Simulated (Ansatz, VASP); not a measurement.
**Two plane-wave programs on LiGe4N3**

```
CELL_PARAMETERS angstrom
5.09315 0.00000 -0.01310
0.00000 3.08905 0.00000
-1.72558 0.00000 7.46907
ATOMIC_POSITIONS crystal
Li 0.38138 0.00000 0.55222
Ge 0.99276 0.00000 0.75375
Ge 0.18491 0.50000 0.15945
Ge 0.56771 0.50000 0.86934
Ge 0.72270 0.00000 0.31469
N 0.55484 0.50000 0.14155
N 0.97316 0.50000 0.92625
N 0.10613 0.00000 0.28275
```

Change from the starting cell: species swapped into the Al3GaN4 type (Pm, No. 6).

Alike in both runs: functional PBE; k mesh 6 × 10 × 4; occupations gaussian, width 0.1 eV; no spin polarisation.

Ansatz relaxed the structure, and its values are those at the end. VASP's run is a single point on that final structure, the one shown.

|  | VASP | Ansatz |
| --- | --- | --- |
| version | VASP 6.6.1 | Ansatz 0.2.0 |
| potentials or method | VASP PAW PBE potentials, release 64 (Li_sv, Ge_d, N), cutoff 520 eV | scalar-relativistic, plane waves, PAW |
| valence electrons in the cell | 74 | 74 |

|  | VASP | Ansatz | Ansatz less VASP |
| --- | --- | --- | --- |
| gap on the k mesh at the Fermi level (eV) | none | none | - |
| rms of the force components (eV/Å) | 0.014 | 0.003 | -0.0109 |

A gap of «none» marks a metal or a gap that the smearing closes. With one functional, cell and mesh, what is left measures potentials, basis and numerics.

Noted on VASP's run: the cutoff is under 1.25 times that of the potentials, so the pressure is a little rough.
